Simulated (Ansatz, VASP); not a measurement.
**AlIr: VASP beside Ansatz**

The input INCAR:

```
SYSTEM = AlIr
PREC = Accurate
ENCUT = 520
EDIFF = 1E-6
ISMEAR = -1
SIGMA = 0.03
LREAL = .False.
LASPH = .True.
NELM = 150
ALGO = Normal
ISIF = 2
LWAVE = .False.
LCHARG = .True.
ISPIN = 2
MAGMOM = 0 0.8
LORBIT = 11
LMAXMIX = 4
GGA = CA
LELF = .True.
LVHAR = .True.
NBANDS = 17
```

The input KPOINTS:

```
Automatic mesh
0
Gamma
  11 11 11
  0 0 0
```

POSCAR

```
AlIr
1.0
    2.9945548500      0.0000000000      0.0000000000
    0.0000000000      2.9945548500      0.0000000000
    0.0000000000      0.0000000000      2.9945548500
Al Ir
1 1
Direct
    0.0000000000      0.0000000000      0.0000000000
    0.5000000000      0.5000000000      0.5000000000
```

Input for Ansatz:

```yaml
crystal:
  lattice:
    - [2.99455485, 0.0, 0.0]
    - [0.0, 2.99455485, 0.0]
    - [0.0, 0.0, 2.99455485]
  atoms:
    - { symbol: Al, position: [0.0, 0.0, 0.0] }
    - { symbol: Ir, position: [0.5, 0.5, 0.5], spin: 0.8 }
magnetization:
  spin_polarized: true
kpoints:
  mp_grid: { grid: [11, 11, 11] }
scf:
  occupations: { method: fermi_dirac, width: 0.03 }
  lower_state_search: "off"
hamiltonian:
  xc: lda
  pseudopotentials: { kind: paw }
output:
  forces: true
  stress: true
  eigenvalues: true
  populations: true
  dos: { projected: true, de: 0.1, e_range: [-8, 5] }
  write_density: true
  write_potential: true
  elf: true
  volumetric_format: npy
```

Alike in both runs: task single point; functional LDA; k mesh 11 × 11 × 11; occupations fermi-dirac, width 0.03 eV; collinear spin.

```csv
,VASP,Ansatz
version,VASP 6.6.1,Ansatz 0.2.0
potentials or method,"VASP PAW LDA potentials, release 64 (Al, Ir)","PAW with Ansatz's default frozen-core files, scalar-relativistic"
plane-wave cutoff (eV),520,420
valence electrons in the cell,12,20
```

VASP gave:

| Property | Result |
| --- | --- |
| pressure (GPa) | -5.2 |
| net moment per atom (μB) | 0.00 |

Task: Estimate Ansatz's values.

Result: Pressure (GPa): -6.3; net moment per atom (μB): 0.00.

LDA's correlation is that of Perdew and Zunger in VASP and of Perdew and Wang (1992) in Ansatz. VASP's potentials hold 12 valence electrons a cell and Ansatz's 20, so a difference there can come from the potentials and not from the codes. Ansatz's warnings: seeded moment not kept.

Spin-orbit coupling is off throughout.
